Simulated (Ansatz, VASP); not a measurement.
**Sn in VASP and in Ansatz**

Contents of POSCAR:

```
Sn
1.0
    0.0000000000      3.3121368811      3.3121368811
    3.3121368811      0.0000000000      3.3121368811
    3.3121368811      3.3121368811      0.0000000000
Sn
2
Direct
    0.5000000000      0.5000000000      0.5000000000
    0.7500000000      0.7500000000      0.7500000000
```

Contents of INCAR.step1:

```
PREC = Accurate ; ENCUT = 520
ISMEAR = -1 ; SIGMA = 0.08
LREAL = False ; LASPH = True
NELM = 80 ; NBANDS = 21
GGA = PE ; ALGO = Normal
EDIFF = 1E-4 ; LWAVE = True
LCHARG = False
```

File INCAR.step2:

```
PREC = Accurate ; ENCUT = 520
EDIFF = 1E-8 ; ISMEAR = -1
SIGMA = 0.08 ; LREAL = False
LASPH = True ; NELM = 80
ALGO = Normal ; ISIF = 2
LWAVE = False ; LCHARG = False
METAGGA = R2SCAN ; LMIXTAU = True
LEFG = True ; NBANDS = 21
ISTART = 1
```

KPOINTS

```
Automatic mesh
0
Gamma
  9 9 9
```

Input for Ansatz:

```yaml
crystal:
  lattice:
    - [0.0, 3.3121368811, 3.3121368811]
    - [3.3121368811, 0.0, 3.3121368811]
    - [3.3121368811, 3.3121368811, 0.0]
  atoms:
    - { symbol: Sn, position: [0.5, 0.5, 0.5] }
    - { symbol: Sn, position: [0.75, 0.75, 0.75] }
kpoints:
  mp_grid: { grid: [9, 9, 9] }
scf:
  occupations: { method: fermi_dirac, width: 0.08 }
hamiltonian:
  xc: r2scan
  pseudopotentials: { kind: paw }
output:
  forces: true
  stress: true
  eigenvalues: true
  efg: { contact_densities: true }
```

Change from the starting cell: volume scaled by 1.025, PAW files.

Alike in both runs: task electric field gradients; functional r2SCAN; k mesh 9 × 9 × 9; occupations fermi-dirac, width 0.08 eV; no spin polarisation.

```csv
,VASP,Ansatz
version,VASP 6.6.1,Ansatz 0.2.0
potentials or method,"VASP PAW PBE potentials, release 64 (Sn_d)","PAW with Ansatz's default frozen-core files, scalar-relativistic"
plane-wave cutoff (eV),520,500
valence electrons in the cell,28,28
```

```csv
,VASP,Ansatz,Ansatz less VASP
pressure (GPa),-1.1,-1.0,+0.03
```

VASP's potentials were made for PBE, not for r2SCAN.
